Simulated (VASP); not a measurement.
Crystal: PbO (Litharge).

```xyz
4
Lattice="4.0683 0.0000 0.0000 0.0000 4.0683 0.0000 0.0000 0.0000 5.1083" Properties=species:S:1:pos:R:3 pbc="T T T"
Pb    2.0341    0.0000    3.8823
Pb    0.0000    2.0341    1.2260
O     2.0341    2.0341    0.0000
O     0.0000    0.0000    0.0000
```

Base run:

* Program: VASP 6.6.1
* Functional: SVWN5
* Potentials or basis: VASP PAW PBE potentials, release 64 (Pb_d, O)
* Cutoff: 600 eV
* k mesh: 7 × 7 × 6
* Occupations: fermi-dirac, width 0.05 eV
* Spin: no spin polarisation

Its results: band gap on the k mesh 1.46 eV, indirect (least direct gap 2.16 eV); pressure -7.4 GPa; largest force 1.238 eV/Å.

Q: The run is repeated on the same cell with these changes: functional from SVWN5 to BLYP. What comes out?

A: Band gap on the k mesh 1.58 eV, indirect (least direct gap 2.29 eV); pressure 1.9 GPa; largest force 0.408 eV/Å.

BLYP binds less tightly than SVWN5, so the same cell stands under more pressure.

Caveats: the PAW data sets were made with another functional, which shifts forces and pressure a little; spin-orbit coupling is left out, which moves the levels of the heavy elements.

A k mesh can miss the band edges.
